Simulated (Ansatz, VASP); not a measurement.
## Ag in VASP and in Ansatz

```xyz
1
Lattice="0.0000 2.0431 2.0431 2.1044 0.0000 2.0431 2.1044 2.0431 0.0000" Properties=species:S:1:pos:R:3 pbc="T T T"
Ag    0.0000    0.0000    0.0000
```

Change from the starting cell: strain +0.0300 x Voigt [1, 0, 0, 0, 0, 0], atoms carried along.

Alike in both runs: task single point; functional PBEsol; k mesh 20 × 20 × 20; occupations gaussian, width 0.15 eV; no spin polarisation.

```csv
,VASP,Ansatz
version,VASP 6.6.1,Ansatz 0.2.0
potentials or method,"VASP PAW PBE potentials, release 64 (Ag), cutoff 520 eV","scalar-relativistic, plane waves, PAW"
valence electrons in the cell,11,19
```

VASP gave:

```
gap on the k mesh at the Fermi level (eV)                     : none
pressure (GPa)                                                : -5.6
traceless stress, the component that is largest in VASP (GPa) : -0.77
```

What did Ansatz give for the same quantities?

gap on the k mesh at the Fermi level (eV): none; pressure (GPa): -5.4; traceless stress, the component that is largest in VASP (GPa): -0.78.

VASP's potentials were made for PBE, not for PBEsol. A gap of «none» marks a metal or a gap that the smearing closes. VASP's potentials hold 11 valence electrons a cell and Ansatz's 19, so a difference there can come from the potentials and not from the codes.
